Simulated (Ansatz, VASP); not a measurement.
## Ir: VASP beside Ansatz

```
Ir
1.0
     0.00000    2.00587    1.85683
     2.00587    0.00000    1.85683
     2.00587    2.00587    0.00000
Ir
1
Direct
  0.00000 0.00000 0.00000
```

Alike in both runs: task single point; functional LDA; k mesh 22 × 22 × 22; occupations gaussian, width 0.15 eV; no spin polarisation.

|  | VASP | Ansatz |
| --- | --- | --- |
| version | VASP 6.6.1 | Ansatz 0.2.0 |
| potentials or method | VASP PAW LDA potentials, release 64 (Ir), cutoff 520 eV | scalar-relativistic, plane waves, PAW |
| valence electrons in the cell | 9 | 17 |

VASP gave:

| Property | Result |
| --- | --- |
| gap on the k mesh at the Fermi level (eV) | none |
| pressure (GPa) | -22.5 |
| traceless stress, the component that is largest in VASP (GPa) | 15.37 |

Estimate Ansatz's values.

gap on the k mesh at the Fermi level (eV): none; pressure (GPa): -24.4; traceless stress, the component that is largest in VASP (GPa): 15.47.

Ansatz warns that its potentials were made for another functional, while VASP's fit it. LDA's correlation is that of Perdew and Zunger in VASP and of Perdew and Wang (1992) in Ansatz. A gap of «none» marks a metal or a gap that the smearing closes. VASP's potentials hold 9 valence electrons a cell and Ansatz's 17, so a difference there can come from the potentials and not from the codes.

Neither program's run includes spin-orbit coupling.
